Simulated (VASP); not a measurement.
# BaTe (Fm-3m) in VASP: a series of runs, part 2 of 2

VASP 6.6.1. Earlier steps stand in the parts before.

**4. Single point, r2SCAN (volume scaled by 1.04)**

POSCAR reads:

```
BaTe
1.0
    0.0000000000      3.5780740199      3.5780740199
    3.5780740199      0.0000000000      3.5780740199
    3.5780740199      3.5780740199      0.0000000000
Ba Te
1 1
Direct
    0.5000000000      0.5000000000      0.5000000000
    0.0000000000      0.0000000000      0.0000000000
```

INCAR.step1 reads:

```
  ALGO = Normal
  EDIFF = 1E-4
  ENCUT = 520
  GGA = PE
  ISMEAR = 0
  LASPH = T
  LCHARG = F
  LREAL = F
  LWAVE = T
  NBANDS = 15
  NELM = 100
  PREC = Accurate
  SIGMA = 0.05
```

INCAR.step2 reads:

```
  ALGO = Normal
  EDIFF = 1E-6
  ENCUT = 520
  ISIF = 2
  ISMEAR = 0
  ISTART = 1
  LASPH = T
  LCHARG = T
  LELF = T
  LMIXTAU = T
  LREAL = F
  LVHAR = T
  LWAVE = F
  METAGGA = R2SCAN
  NBANDS = 15
  NELM = 100
  PREC = Accurate
  SIGMA = 0.05
```

KPOINTS reads:

```
k-points
0
Gamma
  6 6 6
```

Potentials or basis: VASP PAW PBE potentials, release 64 (Ba_sv, Te).

Command:

```bash
$ cat potpaw_PBE.64/Ba_sv/POTCAR potpaw_PBE.64/Te/POTCAR > POTCAR
$ cp INCAR.step1 INCAR
$ mpirun -np 1 vasp_std > vasp.out
$ cp INCAR.step2 INCAR
$ mpirun -np 1 vasp_std > vasp.out
```

OUTCAR:

```text
EDIFF = 1E-6
   ENCUT = 520
   ISIF = 2
   ISMEAR = 0
   ISTART = 1
   LASPH = T
   LREAL = F
   METAGGA = R2SCAN
   NELM = 100
   PREC = Accurate

 ion  position               nearest neighbor table
   1  0.500  0.500  0.500-   2 3.58   2 3.58   2 3.58   2 3.58   2 3.58   2 3.58
   2  0.000  0.000  0.000-   1 3.58   1 3.58   1 3.58   1 3.58   1 3.58   1 3.58

  LATTYP: Found a face centered cubic cell.
 ALAT       =     7.1561480398

  Lattice vectors:

[... 465 lines left out ...]
------------------------ aborting loop because EDIFF is reached ----------------------------------------

  FORCE on cell =-STRESS in cart. coord.  units (eV):
  Direction    XX          YY          ZZ          XY          YZ          ZX
  --------------------------------------------------------------------------------------
  -------------------------------------------------------------------------------------
  Total       -0.4740174     -0.4740174     -0.4740174     -0.0000000      0.0000000      0.0000000
  in kB       -8.2894722     -8.2894722     -8.2894722     -0.0000000      0.0000000      0.0000000
  external PRESSURE =      -8.2894722 kB  Pullay stress =       0.0000000 kB

 VOLUME and BASIS-vectors are now :
 -----------------------------------------------------------------------------
  energy-cutoff  :      520.00
  volume of cell :       91.62
      direct lattice vectors                 reciprocal lattice vectors
     0.000000000  3.578074020  3.578074020    -0.139739982  0.139739982  0.139739982
     3.578074020  0.000000000  3.578074020     0.139739982 -0.139739982  0.139739982
     3.578074020  3.578074020  0.000000000     0.139739982  0.139739982 -0.139739982

 POSITION                                       TOTAL-FORCE (eV/Angst)
 -----------------------------------------------------------------------------------
      3.57807      3.57807      3.57807         0.000000      0.000000     -0.000000
      0.00000      0.00000      0.00000        -0.000000     -0.000000      0.000000
 -----------------------------------------------------------------------------------
    total drift:                                0.000000     -0.000000      0.000000

  FREE ENERGIE OF THE ION-ELECTRON SYSTEM (eV)
  ---------------------------------------------------
  free  energy   TOTEN  =       -56.0222800447 eV

  energy  without entropy=      -56.0222800447  energy(sigma->0) =      -56.02228004
```

OUTCAR.step1:

```text
EDIFF = 1E-4
   ENCUT = 520
   GGA = PE
   ISMEAR = 0
   LASPH = T
[... 498 lines left out ...]
 -----------------------------------------------------------------------------------
      3.57807      3.57807      3.57807         0.000000     -0.000000     -0.000000
      0.00000      0.00000      0.00000         0.000000      0.000000      0.000000
 -----------------------------------------------------------------------------------
    total drift:                                0.000000     -0.000000      0.000000

  FREE ENERGIE OF THE ION-ELECTRON SYSTEM (eV)
  ---------------------------------------------------
  free  energy   TOTEN  =        -8.6230653816 eV

  energy  without entropy=       -8.6230653816  energy(sigma->0) =       -8.62306538
```

It took 1.9 min on 1 thread of Intel Xeon 6975P-C, shared host; peak memory 0.26 GiB.

What came out:

```
Free energy            : -56.0223 eV
Pressure               : -0.8 GPa
Band gap on the k mesh : 2.01 eV, indirect (least direct gap 2.39 eV)
```

Caveat: the PAW data sets were made with another functional, which shifts forces and pressure a little; spin-orbit coupling is left out, which moves the levels of the heavy elements.

**5. The runs side by side**

```csv
cell,gap on the mesh (eV),pressure (GPa)
"a = 4.994 Å, angles 60.0°, 2 atoms",1.93,0.3
"a = 5.028 Å, angles 60.0°, 2 atoms",1.97,-0.3
"a = 5.060 Å, angles 60.0°, 2 atoms",2.01,-0.8
```

Alike in all rows: task single point; level r2SCAN; potentials or basis VASP PAW PBE potentials, release 64 (Ba_sv, Te); no spin polarisation; k mesh 6 × 6 × 6; cutoff (eV) 520; smearing gaussian 0.05 eV.

Caveats: the PAW data sets were made with another functional, which shifts forces and pressure a little; spin-orbit coupling is left out, which moves the levels of the heavy elements.

Total energies depend on the potentials used, so only differences within one code and one set of settings carry meaning.
